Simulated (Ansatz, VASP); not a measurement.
## Two plane-wave programs on O

INCAR

```
PREC = Accurate
ENCUT = 520
EDIFF = 1E-8
ISMEAR = -1
SIGMA = 0.01
LREAL = F
LASPH = T
NELM = 100
ALGO = Normal
ISIF = 2
LWAVE = F
LCHARG = F
GGA = PE
LEFG = T
NBANDS = 13
```

Contents of KPOINTS:

```
Automatic mesh
0
Gamma
  12 12 12
```

POSCAR

```
O
1.0
    0.0000000000      2.0934049429      3.3224006659
    1.4684278890      0.0000000000      3.3224006659
    1.4684278890      2.0934049429      0.0000000000
O
2
Direct
    0.0871000000      0.0871000000      0.9129000000
    0.9129000000      0.9129000000      0.0871000000
```

Input for Ansatz:

```yaml
crystal:
  lattice:
    - [0.0, 2.0934049429, 3.3224006659]
    - [1.468427889, 0.0, 3.3224006659]
    - [1.468427889, 2.0934049429, 0.0]
  atoms:
    - { symbol: O, position: [0.0871, 0.0871, 0.9129] }
    - { symbol: O, position: [0.9129, 0.9129, 0.0871] }
kpoints:
  mp_grid: { grid: [12, 12, 12] }
scf:
  occupations: { method: fermi_dirac, width: 0.01 }
hamiltonian:
  xc: pbe
  pseudopotentials: { kind: paw }
output:
  forces: true
  stress: true
  eigenvalues: true
  efg: { contact_densities: true }
```

Change from the starting cell: volume scaled by 0.98, PAW files.

Alike in both runs: task electric field gradients; functional PBE; k mesh 12 × 12 × 12; occupations fermi-dirac, width 0.01 eV; no spin polarisation.

|  | VASP | Ansatz |
| --- | --- | --- |
| version | VASP 6.6.1 | Ansatz 0.2.0 |
| potentials or method | VASP PAW PBE potentials, release 64 (O) | PAW with Ansatz's default frozen-core files, scalar-relativistic |
| plane-wave cutoff (eV) | 520 | 420 |
| valence electrons in the cell | 12 | 12 |

|  | VASP | Ansatz | Ansatz less VASP |
| --- | --- | --- | --- |
| pressure (GPa) | 21.8 | 16.0 | -5.81 |
| traceless stress, the component that is largest in VASP (GPa) | 49.99 | 37.44 | -12.555 |
| rms of the force components (eV/Å) | 3.834 | 2.612 | -1.2214 |
| size of Vzz on the site where it differs most (V/Å²) | 110.8 | 110.2 | -0.64 |

Atom by atom the forces differ by 1.221 eV/Å (rms over components).

Noted on VASP's run: the standard files for N, O and F lose accuracy on very short bonds; spin is off for a triplet molecule.
